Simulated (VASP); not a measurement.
# AlN (I4/mmm) in VASP: notebook

Runs on AlN. Level: PBE. Tasks: single point.

Everything below comes from runs of VASP 6.6.1. Logs are shortened: lines on timing, memory, paths and dates and some standing lists are left out, and cuts for length are marked.

### Step 1. The cell of the first run

Symmetry: I4/mmm, No. 139, tetragonal system. Conventional cell: a = 2.855 Å, b = 2.855 Å, c = 3.997 Å, α = 90.00°, β = 90.00°, γ = 90.00°. Al (site symmetry 4/mmm) has 6 N at 2.00 to 2.02 Å within 2.6 Å. N (site symmetry 4/mmm) has 6 Al at 2.00 to 2.02 Å within 2.6 Å.

### Step 2. Single point, PBE (uniaxial z strain -1.0%)

Input file INCAR:

```
SYSTEM = AlN
ALGO = Normal
EDIFF = 1E-6
ENCUT = 520
GGA = PE
ISIF = 2
ISMEAR = -1
LASPH = .TRUE.
LCHARG = .FALSE.
LREAL = .FALSE.
LWAVE = .FALSE.
NBANDS = 11
NELM = 60
PREC = Accurate
SIGMA = 0.02
```

Input file KPOINTS:

```
k-points
0
G
  10 10 10
  0 0 0
```

Input file POSCAR:

```
AlN
1.0
    0.0000000000      2.0188684521      1.9986797676
    2.0188684521      0.0000000000      1.9986797676
    2.0188684521      2.0188684521      0.0000000000
Al N
1 1
Direct
    0.0000000000      0.0000000000      0.0000000000
    0.5000000000      0.5000000000      0.5000000000
```

Potentials or basis: VASP PAW PBE potentials, release 64 (Al, N).

Command:

```console
$ cat potpaw_PBE.64/Al/POTCAR potpaw_PBE.64/N/POTCAR > POTCAR
$ mpirun -np 1 vasp_std > vasp.out
```

OUTCAR:

```text
SYSTEM = AlN
   EDIFF = 1E-6
   ENCUT = 520
   GGA = PE
   ISIF = 2
   ISMEAR = -1
   LASPH = .TRUE.
   LREAL = .FALSE.
   NELM = 60
   PREC = Accurate

 ion  position               nearest neighbor table
   1  0.000  0.000  0.000-   2 2.00   2 2.00   2 2.02   2 2.02   2 2.02   2 2.02
   2  0.500  0.500  0.500-   1 2.00   1 2.00   1 2.02   1 2.02   1 2.02   1 2.02

  LATTYP: Found a body centered tetragonal cell.
 ALAT       =     2.8551111456
 C/A-ratio  =     1.4000714268

  Lattice vectors:

 A1 = (   0.0000000000,  -2.0188684521,  -1.9986797676)
 A2 = (   0.0000000000,   2.0188684521,  -1.9986797676)
 A3 = (   2.0188684521,   0.0000000000,   1.9986797676)

Analysis of symmetry for initial positions (statically):
=====================================================================
 Subroutine PRICEL returns:
 Original cell was already a primitive cell.

 Routine SETGRP: Setting up the symmetry group for a
 body centered tetragonal supercell.

 Subroutine GETGRP returns: Found 16 space group operations
 (whereof 16 operations were pure point group operations)
 out of a pool of 16 trial point group operations.

The static configuration has the point symmetry D_4h.

Analysis of symmetry for dynamics (positions and initial velocities):
=====================================================================
 Subroutine PRICEL returns:
 Original cell was already a primitive cell.

 Routine SETGRP: Setting up the symmetry group for a
 body centered tetragonal supercell.

 Subroutine GETGRP returns: Found 16 space group operations
 (whereof 16 operations were pure point group operations)
 out of a pool of 16 trial point group operations.

The dynamic configuration has the point symmetry D_4h.

 Subroutine INISYM returns: Found 16 space group operations
 (whereof 16 operations are pure point group operations),
 and found     1 'primitive' translations

----------------------------------------------------------------------------------------

                                     Primitive cell

  volume of cell :      16.2926

  direct lattice vectors                    reciprocal lattice vectors
     0.000000000  2.018868452  1.998679768    -0.247663487  0.247663487  0.250165138
     2.018868452  0.000000000  1.998679768     0.247663487 -0.247663487  0.250165138
     2.018868452  2.018868452  0.000000000     0.247663487  0.247663487 -0.250165138

  length of vectors
     2.840871458  2.840871458  2.855111146     0.430414918  0.430414918  0.430414918

  position of ions in fractional coordinates (direct lattice)
     0.000000000  0.000000000  0.000000000
     0.500000000  0.500000000  0.500000000

  ion indices of the primitive-cell ions
   primitive index   ion index
                 1           1
                 2           2

----------------------------------------------------------------------------------------

 KPOINTS: k-points

Automatic generation of k-mesh.
 Grid dimensions read from file:
 generate k-points for:   10   10   10

 Generating k-lattice:

  Cartesian coordinates                     Fractional coordinates (reciprocal lattice)
    -0.024766349  0.024766349  0.025016514     0.100000000  0.000000000  0.000000000
     0.024766349 -0.024766349  0.025016514     0.000000000  0.100000000  0.000000000
     0.024766349  0.024766349 -0.025016514     0.000000000  0.000000000  0.100000000

  Length of vectors
     0.043041492  0.043041492  0.043041492

  Shift w.r.t. Gamma in fractional coordinates (k-lattice)
     0.000000000  0.000000000  0.000000000

 Subroutine IBZKPT returns following result:
 ===========================================

 Found    102 irreducible k-points:

 Following reciprocal coordinates:
            Coordinates               Weight
  0.000000  0.000000  0.000000      1.000000
  0.100000  0.000000  0.000000      8.000000
  0.200000  0.000000  0.000000      8.000000
  0.300000 -0.000000  0.000000      8.000000
  0.400000 -0.000000  0.000000      8.000000
  0.500000 -0.000000  0.000000      4.000000
[... 16 lines left out ...]
  0.300000  0.300000  0.000000      2.000000
  0.400000  0.300000  0.000000      8.000000
 [... further k-points ...]
   k-points           NKPTS =    102   k-points in BZ     NKDIM =    102   number of bands    NBANDS=     11
   number of dos      NEDOS =    301   number of ions     NIONS =      2
   total plane-waves  NPLWV =  13824
   dimension x,y,z NGX =    24 NGY =   24 NGZ =   24
   dimension x,y,z NGXF=    48 NGYF=   48 NGZF=   48
   ions per type =               1   1
   NGX,Y,Z   is equivalent  to a cutoff of  14.04, 14.04, 13.97 a.u.
   NGXF,Y,Z  is equivalent  to a cutoff of  28.09, 28.09, 27.95 a.u.
 SYSTEM =  AlN
   PREC   = accura    normal or accurate (medium, high low for compatibility)
   ISTART =      0    job   : 0-new  1-cont  2-samecut
   ICHARG =      2    charge: 1-file 2-atom 10-const
   ISPIN  =      1    spin polarized calculation?
   LNONCOLLINEAR =      F non collinear calculations
   LSORBIT =      F    spin-orbit coupling
   LASPH  =      T    aspherical Exc in radial PAW
   ENCUT  =  520.0 eV  38.22 Ry    6.18 a.u.   5.28  5.28  5.31*2*pi/ulx,y,z
   NELM   =     60;   NELMIN=  2; NELMDL= -5     # of ELM steps
   EDIFF  = 0.1E-05   stopping-criterion for ELM
   LREAL  =      F    real-space projection
   EDIFFG = 0.1E-04   stopping-criterion for IOM
   NSW    =      0    number of steps for IOM
   IBRION =     -1    ionic relax: 0-MD 1-quasi-New 2-CG
   NFREE  =      0    steps in history (QN), initial steepest desc. (CG)
   ISIF   =      2    stress and relaxation
   ISYM   =      2    0-nonsym 1-usesym 2-fastsym
   POTIM  = 0.5000    time-step for ionic-motion
   TEBEG  =    0.0;   TEEND  =   0.0 temperature during run
   PSTRESS=    0.0 pullay stress
   NELECT =       8.0000    total number of electrons
   NUPDOWN=      -1.0000    fix difference up-down
   EMIN   =  10.00;   EMAX   =-10.00  energy-range for DOS
   EFERMI =   0.00;   METHOD = LEGACY
   ISMEAR =    -1;   SIGMA  =   0.02  broadening in eV -4-tet -1-fermi 0-gaus
   EFERMI_NEDOS =   21; number of points for ismear=-14 and -15
   IALGO  =     38    algorithm
   IMIX   =      4    mixing-type and parameters
     AMIX     =   0.40;   BMIX     =  1.00
     AMIX_MAG =   1.60;   BMIX_MAG =  1.00
  volume/ion in A,a.u.               =       8.15        54.97
  Fermi-wavevector in a.u.,A,eV,Ry     =   1.291542  2.440660 22.695603  1.668080
  Thomas-Fermi vector in A             =   2.423305
   LORBIT       =      0    0 simple, 1 ext, 2 COOP (PROOUT), +10 PAW based schemes
   GGA     = PE    functional components
[... 5 lines left out ...]
 non-spin polarized calculation
  energy-cutoff  :      520.00
  volume of cell :       16.29
 maximum number of plane-waves:       448
 NGX is ok and might be reduce to    24
   NGX = 11   NGY = 11   NGZ = 11

 number of electron       7.9999999 magnetization

 Free energy of the ion-electron system (eV)
  ---------------------------------------------------
  ext. energy  EPLUGINS =         0.00000000
  ---------------------------------------------------
  free energy    TOTEN  =       -14.52944693 eV

  energy without entropy =      -14.52944693  energy(sigma->0) =      -14.52944693

 E-fermi :  10.6225     XC(G=0): -12.3516

 val. band max:       10.1716620229   @ k =   0.0000   0.0000   0.0000
 cond. band min:      14.8287479605   @ k =   0.5000   0.5000   0.0000
 fundamental gap:      4.6570859377
 Fermi energy:        10.6224890911

 k-point     1 :       0.0000    0.0000    0.0000
  band No.  band energies     occupation
      1      -7.5343      2.00000
      2      10.0984      2.00000
      3      10.1717      2.00000
      4      10.1717      2.00000
      5      16.0303      0.00000
      6      22.3168      0.00000
      7      22.3168      0.00000
      8      22.4521      0.00000
      9      27.5413      0.00000
     10      27.8752      0.00000
     11      28.2118      0.00000

 k-point     2 :       0.1000    0.0000    0.0000
  band No.  band energies     occupation
      1      -7.3263      2.00000
      2       9.1268      2.00000
      3      10.0043      2.00000
      4      10.0408      2.00000
      5      16.6472      0.00000
      6      21.4600      0.00000
      7      22.6190      0.00000
      8      22.7173      0.00000
      9      26.3697      0.00000
     10      26.6379      0.00000
     11      28.5970      0.00000

 k-point     3 :       0.2000    0.0000    0.0000
  band No.  band energies     occupation
      1      -6.7212      2.00000
      2       6.9680      2.00000
      3       9.7119      2.00000
      4       9.7240      2.00000
      5      17.2488      0.00000
      6      21.0074      0.00000
      7      22.7857      0.00000
      8      22.9703      0.00000
      9      25.8420      0.00000
     10      25.9633      0.00000
     11      27.9598      0.00000

 k-point     4 :       0.3000   -0.0000    0.0000
  band No.  band energies     occupation
      1      -5.7923      2.00000
      2       4.6112      2.00000
      3       9.3739      2.00000
      4       9.3882      2.00000
      5      16.9301      0.00000
      6      22.0216      0.00000
      7      22.0493      0.00000
      8      22.2883      0.00000
      9      27.0937      0.00000
     10      27.3850      0.00000
     11      27.4152      0.00000

 k-point     5 :       0.4000   -0.0000    0.0000
  band No.  band energies     occupation
      1      -4.7567      2.00000
      2       2.6243      2.00000
      3       9.1172      2.00000
      4       9.1500      2.00000
      5      16.5200      0.00000
      6      21.3860      0.00000
      7      21.6244      0.00000
      8      23.2008      0.00000
      9      26.5475      0.00000
     10      29.6344      0.00000
     11      29.6530      0.00000
[... 211 lines left out ...]
 k-point    21 :      -0.3000    0.2000    0.0000
  band No.  band energies     occupation
      1      -4.5552      2.00000
      2       3.7699      2.00000
      3       6.4440      2.00000
      4       8.9729      2.00000
      5      18.4127      0.00000
      6      20.2213      0.00000
      7      21.7764      0.00000
      8      22.5573      0.00000
      9      27.2213      0.00000
     10      29.4935      0.00000
     11      31.3655      0.00000

 k-point    22 :      -0.2000    0.2000    0.0000
  band No.  band energies     occupation
      1      -5.5044      2.00000
      2       5.2227      2.00000
      3       7.1430      2.00000
      4       9.4325      2.00000
      5      18.9335      0.00000
      6      20.2616      0.00000
      7      21.1470      0.00000
      8      22.7642      0.00000
      9      25.1955      0.00000
     10      29.4012      0.00000
     11      31.1447      0.00000

 k-point    23 :       0.3000    0.3000    0.0000
  band No.  band energies     occupation
      1      -5.2143      2.00000
      2       5.2980      2.00000
      3       8.0643      2.00000
      4       8.0643      2.00000
      5      16.8000      0.00000
      6      17.1699      0.00000
      7      22.1620      0.00000
      8      25.8831      0.00000
      9      25.8831      0.00000
     10      30.7182      0.00000
     11      34.5158      0.00000

 k-point    24 :       0.4000    0.3000    0.0000
  band No.  band energies     occupation
      1      -4.4369      2.00000
      2       4.2456      2.00000
      3       7.2942      2.00000
      4       7.7963      2.00000
      5      16.3500      0.00000
      6      17.0737      0.00000
      7      22.5903      0.00000
      8      25.8506      0.00000
      9      26.6521      0.00000
     10      32.0795      0.00000
     11      35.2107      0.00000

 [... further k-points ...]
[... 5 lines left out ...]
  --------------------------------------------------------------------------------------
  -------------------------------------------------------------------------------------
  Total        0.8070644      0.8070644      1.1331262      0.0000000     -0.0000000      0.0000000
  in kB       79.3650917     79.3650917    111.4293537      0.0000000     -0.0000000      0.0000000
  external PRESSURE =      90.0531791 kB  Pullay stress =       0.0000000 kB

 VOLUME and BASIS-vectors are now :
 -----------------------------------------------------------------------------
  energy-cutoff  :      520.00
  volume of cell :       16.29
      direct lattice vectors                 reciprocal lattice vectors
     0.000000000  2.018868452  1.998679768    -0.247663487  0.247663487  0.250165138
     2.018868452  0.000000000  1.998679768     0.247663487 -0.247663487  0.250165138
     2.018868452  2.018868452  0.000000000     0.247663487  0.247663487 -0.250165138

 POSITION                                       TOTAL-FORCE (eV/Angst)
 -----------------------------------------------------------------------------------
      0.00000      0.00000      0.00000        -0.000000      0.000000      0.000000
      2.01887      2.01887      1.99868         0.000000     -0.000000      0.000000
 -----------------------------------------------------------------------------------
    total drift:                               -0.000000     -0.000000      0.000000

  FREE ENERGIE OF THE ION-ELECTRON SYSTEM (eV)
  ---------------------------------------------------
  free  energy   TOTEN  =       -14.5294469301 eV

  energy  without entropy=      -14.5294469301  energy(sigma->0) =      -14.52944693
```

It took 18 s on 1 thread of Intel Xeon 8259CL, shared host; peak memory 0.14 GiB.

What came out:

```yaml
Free_energy: -14.5294 eV
Pressure: 9.0 GPa
Band_gap_on_the_k_mesh: 4.66 eV, indirect (least direct gap 5.86 eV)
```

Levels at points of the mesh, in eV from the valence-band top:
| k point | band 1 | band 2 | band 3 | band 4 | band 5 | band 6 | band 7 | band 8 | band 9 |
| --- | --- | --- | --- | --- | --- | --- | --- | --- | --- |
| (0.00, 0.00, 0.00) | -17.71 | -0.07 | 0.00 | 0.00 | 5.86 | 12.15 | 12.15 | 12.28 | 17.37 |
| (0.50, 0.00, 0.00) | -14.39 | -8.42 | -1.15 | -1.11 | 6.20 | 10.98 | 11.21 | 13.49 | 16.23 |
| (0.50, 0.50, 0.00) | -13.33 | -7.47 | -2.91 | -2.91 | 4.66 | 5.19 | 14.29 | 17.38 | 17.38 |
| (0.50, 0.00, 0.50) | -13.42 | -7.52 | -2.90 | -2.77 | 4.75 | 5.29 | 14.16 | 17.32 | 17.66 |

Caveat: the cell differs from its parent crystal (uniaxial z strain -1.0%).

### Step 3. Single point, PBE (uniaxial z strain +1.0%)

Input file INCAR:

```
SYSTEM = AlN
ALGO = Normal
EDIFF = 1E-7
ENCUT = 520
GGA = PE
ISIF = 2
ISMEAR = -1
LASPH = .True.
LCHARG = .False.
LREAL = .False.
LWAVE = .False.
NBANDS = 11
NELM = 80
PREC = Accurate
SIGMA = 0.02
```

Input file KPOINTS:

```
k-points
0
Gamma
  10 10 10
  0 0 0
```

Input file POSCAR:

```
AlN
1.0
    0.0000000000      2.0188684521      2.0390571367
    2.0188684521      0.0000000000      2.0390571367
    2.0188684521      2.0188684521      0.0000000000
Al N
1 1
Direct
    0.0000000000      0.0000000000      0.0000000000
    0.5000000000      0.5000000000      0.5000000000
```

Potentials or basis: VASP PAW PBE potentials, release 64 (Al, N).

Command:

```console
$ cat potpaw_PBE.64/Al/POTCAR potpaw_PBE.64/N/POTCAR > POTCAR
$ mpirun -np 1 vasp_std > vasp.out
```

It took 12 s on 1 thread of AMD EPYC 9R45 (Zen 5), shared host; peak memory 0.11 GiB.

It converged, with:

| Item | Value |
| --- | --- |
| Free energy | -14.5425 eV |
| Pressure | 3.5 GPa |
| Band gap on the k mesh | 4.47 eV, indirect (least direct gap 5.55 eV) |

Stress tensor (GPa, compression positive):
```
4.39 0.00 0.00
0.00 4.39 0.00
0.00 0.00 1.66
```

Levels at points of the mesh, in eV from the valence-band top:
```csv
k point,band 1,band 2,band 3,band 4,band 5,band 6,band 7,band 8
"(0.00, 0.00, 0.00)",-17.55,-0.07,-0.07,0.00,5.55,12.01,12.15,12.15
"(0.50, 0.00, 0.00)",-14.31,-8.31,-1.13,-1.09,6.05,10.80,11.02,13.16
"(0.50, 0.50, 0.00)",-13.39,-7.42,-2.78,-2.78,4.57,5.33,13.85,17.18
"(0.50, 0.00, 0.50)",-13.31,-7.37,-2.92,-2.79,4.47,5.24,13.97,16.91
```

Caveat: the cell differs from its parent crystal (uniaxial z strain +1.0%).

(Continued in part 2 of 2.)
